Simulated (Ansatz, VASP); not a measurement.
# MgS in VASP and in Ansatz

The input INCAR:

```
PREC = Accurate ; ENCUT = 520
EDIFF = 1E-7 ; ISMEAR = 0
SIGMA = 0.05 ; LREAL = F
LASPH = T ; NELM = 60
ALGO = Normal ; ISIF = 2
LWAVE = F ; LCHARG = T
GGA = PE ; LELF = T
LVHAR = T ; NBANDS = 11
```

KPOINTS

```
regular mesh
0
Gamma
  8 8 8
```

The input POSCAR:

```
MgS
1.0
    0.0000000000      2.6016500000      2.6666912500
    2.6016500000      0.0000000000      2.6666912500
    2.6016500000      2.6016500000      0.0000000000
Mg S
1 1
Direct
    0.0000000000      0.0000000000      0.0000000000
    0.5000000000      0.5000000000      0.5000000000
```

Input for Ansatz:

```yaml
crystal:
  lattice:
    - [0.0, 2.60165, 2.66669125]
    - [2.60165, 0.0, 2.66669125]
    - [2.60165, 2.60165, 0.0]
  atoms:
    - { symbol: Mg, position: [0.0, 0.0, 0.0] }
    - { symbol: S, position: [0.5, 0.5, 0.5] }
basis:
  ecutwfc: 420
kpoints:
  mp_grid: { grid: [8, 8, 8] }
hamiltonian:
  xc: pbe
scf:
  occupations: { method: gaussian, width: 0.05 }
output:
  forces: true
  stress: true
  eigenvalues: true
```

Change from the starting cell: strain +0.000 along x and y, +0.025 along z, atoms carried along.

Alike in both runs: task single point; functional PBE; k mesh 8 × 8 × 8; occupations gaussian, width 0.05 eV; no spin polarisation.

```csv
,VASP,Ansatz
version,VASP 6.6.1,Ansatz 0.2.0
potentials or method,"VASP PAW PBE potentials, release 64 (Mg, S), cutoff 520 eV","scalar-relativistic, plane waves, PAW"
valence electrons in the cell,8,16
```

```csv
,VASP,Ansatz,Ansatz less VASP
gap on the k mesh at the Fermi level (eV),2.62,2.63,+0.015
least direct gap on the mesh (eV),3.45,3.46,+0.012
pressure (GPa),-0.9,-0.6,+0.29
"traceless stress, the component that is largest in VASP (GPa)",-1.45,-1.46,-0.010
```

The functional is the same, so the differences come from potentials, cutoffs and numerics. VASP's potentials hold 8 valence electrons a cell and Ansatz's 16, so a difference there can come from the potentials and not from the codes.
